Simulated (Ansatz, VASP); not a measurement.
# SiO2 in VASP and in Ansatz

Contents of INCAR:

```
SYSTEM = SiO2
  PREC = Accurate
  ENCUT = 600
  EDIFF = 1E-6
  ISMEAR = -1
  SIGMA = 0.08
  LREAL = .False.
  LASPH = .True.
  NELM = 120
  ALGO = Normal
  ISIF = 2
  LWAVE = .False.
  LCHARG = .False.
  NBANDS = 25
  GGA_COMPAT = .False.
```

KPOINTS

```
Automatic mesh
0
Gamma
  8 8 11
  0 0 0
```

POSCAR

```
SiO2
1.0
    4.0573685339      0.0000000000      0.0000000000
    0.0000000000      4.0573685339      0.0000000000
    0.0000000000      0.0000000000      2.6234214857
Si O
2 4
Direct
    0.0000000000      0.0000000000      0.0000000000
    0.5000000000      0.5000000000      0.5000000000
    0.3035887294      0.3035887294      0.0000000000
    0.6964112706      0.6964112706      0.0000000000
    0.8035887294      0.1964112706      0.5000000000
    0.1964112706      0.8035887294      0.5000000000
```

Input for Ansatz:

```yaml
crystal:
  lattice:
    - [4.0573685339, 0.0, 0.0]
    - [0.0, 4.0573685339, 0.0]
    - [0.0, 0.0, 2.6234214857]
  atoms:
    - { symbol: Si, position: [0.0, 0.0, 0.0] }
    - { symbol: Si, position: [0.5, 0.5, 0.5] }
    - { symbol: O, position: [0.3035887294, 0.3035887294, 0.0] }
    - { symbol: O, position: [0.6964112706, 0.6964112706, 0.0] }
    - { symbol: O, position: [0.8035887294, 0.1964112706, 0.5] }
    - { symbol: O, position: [0.1964112706, 0.8035887294, 0.5] }
kpoints:
  mp_grid: { grid: [8, 8, 11] }
scf:
  occupations: { method: fermi_dirac, width: 0.08 }
hamiltonian:
  xc: lda
  pseudopotentials: { kind: paw }
output:
  forces: true
  stress: true
  eigenvalues: true
  populations: true
```

Change from the starting cell: volume scaled by 0.94, PAW files.

Alike in both runs: task single point; functional LDA; k mesh 8 × 8 × 11; occupations fermi-dirac, width 0.08 eV; no spin polarisation.

```csv
,VASP,Ansatz
version,VASP 6.6.1,Ansatz 0.2.0
potentials or method,"VASP PAW LDA potentials, release 64 (Si, O)","PAW with Ansatz's default frozen-core files, scalar-relativistic"
plane-wave cutoff (eV),600,420
valence electrons in the cell,32,32
```

|  | VASP | Ansatz | Ansatz less VASP |
| --- | --- | --- | --- |
| gap on the k mesh at the Fermi level (eV) | 6.53 | 6.56 | +0.030 |
| pressure (GPa) | 23.0 | 22.1 | -0.90 |
| traceless stress, the component that is largest in VASP (GPa) | 0.57 | 0.00 | -0.572 |
| rms of the force components (eV/Å) | 0.014 | 0.000 | -0.0141 |

LDA's correlation is that of Perdew and Zunger in VASP and of Perdew and Wang (1992) in Ansatz. Atom by atom the forces differ by 0.014 eV/Å (rms over components).
